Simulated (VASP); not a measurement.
Wanted: the native input for a VASP 6.6.1 run.

- Task: single point
- Functional: PBE
- Potentials or basis: VASP PAW PBE potentials, release 64 (Li_sv, Nb_sv, O)
- Cutoff: 520 eV
- k mesh: 6 × 6 × 6
- Occupations: gaussian, width 0.05 eV
- Spin: no spin polarisation
- Dipole correction: no
- Further INCAR settings: ALGO = Normal; EDIFF = 1e-07; NBANDS = 45

The structure of LiNbO3 lies in POSCAR:

```
LiNbO3
1.0
    2.5559574486      1.4756827210      4.8005992799
   -2.5559574486      1.4756827210      4.8005992799
    0.0000000000     -2.9513654419      4.8005992799
Li Nb O
2 2 6
Direct
    0.2500000000      0.2500000000      0.2500000000
    0.7500000000      0.7500000000      0.7500000000
    0.0000000000      0.0000000000      0.0000000000
    0.5000000000      0.5000000000      0.5000000000
    0.1111894848      0.3888105152      0.7500000000
    0.7500000000      0.1111894848      0.3888105152
    0.3888105152      0.7500000000      0.1111894848
    0.8888105152      0.6111894848      0.2500000000
    0.2500000000      0.8888105152      0.6111894848
    0.6111894848      0.2500000000      0.8888105152
```

This cell differs from its parent crystal: atoms shifted along a free coordinate, c/a of the conventional cell at fixed volume 2.8173.

These files were run (other wordings do the same):

INCAR

```
SYSTEM = LiNbO3
ALGO = Normal ; EDIFF = 1E-7
ENCUT = 520 ; GGA = PE
ISIF = 2 ; ISMEAR = 0
LASPH = .True. ; LCHARG = .False.
LREAL = .False. ; LWAVE = .False.
NBANDS = 45 ; NELM = 80
PREC = Accurate ; SIGMA = 0.05
```

KPOINTS

```
k-points
0
Gamma
  6 6 6
  0 0 0
```

Potentials or basis: VASP PAW PBE potentials, release 64 (Li_sv, Nb_sv, O).

Command:

```sh
$ cat potpaw_PBE.64/Li_sv/POTCAR potpaw_PBE.64/Nb_sv/POTCAR potpaw_PBE.64/O/POTCAR > POTCAR
$ mpirun -np 1 vasp_std > vasp.out
```

It gave:

```
Largest force          : 0.942 eV/Å
Band gap on the k mesh : 2.38 eV (least direct gap 2.45 eV)
```

Wall time 2.5 min on 1 thread of Intel(R) Xeon(R) 6975P-C (Granite Rapids), with other jobs on the host, peak memory 0.31 GiB.
